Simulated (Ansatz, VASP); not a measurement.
## Tl: VASP beside Ansatz

```
CELL_PARAMETERS angstrom
0.00000 3.56601 3.56601
3.56601 0.00000 3.56601
3.56601 3.56601 0.00000
ATOMIC_POSITIONS crystal
Tl 0.12500 0.12500 0.12500
Tl 0.87500 0.87500 0.87500
```

Alike in both runs: functional PBE; k mesh 8 × 8 × 8; occupations fermi-dirac, width 0.1 eV; no spin polarisation.

Ansatz relaxed the structure, and its values are those at the end. VASP's run is a single point on that final structure, the one shown.

|  | VASP | Ansatz |
| --- | --- | --- |
| version | VASP 6.6.1 | Ansatz 0.2.0 |
| potentials or method | VASP PAW PBE potentials, release 64 (Tl_d), cutoff 520 eV | plane waves (420 eV) with PAW, scalar-relativistic |
| valence electrons in the cell | 26 | 26 |

```tsv
	VASP	Ansatz	Ansatz less VASP
pressure (GPa)	-0.1	0.0	+0.04
```

Spin-orbit coupling is off throughout.
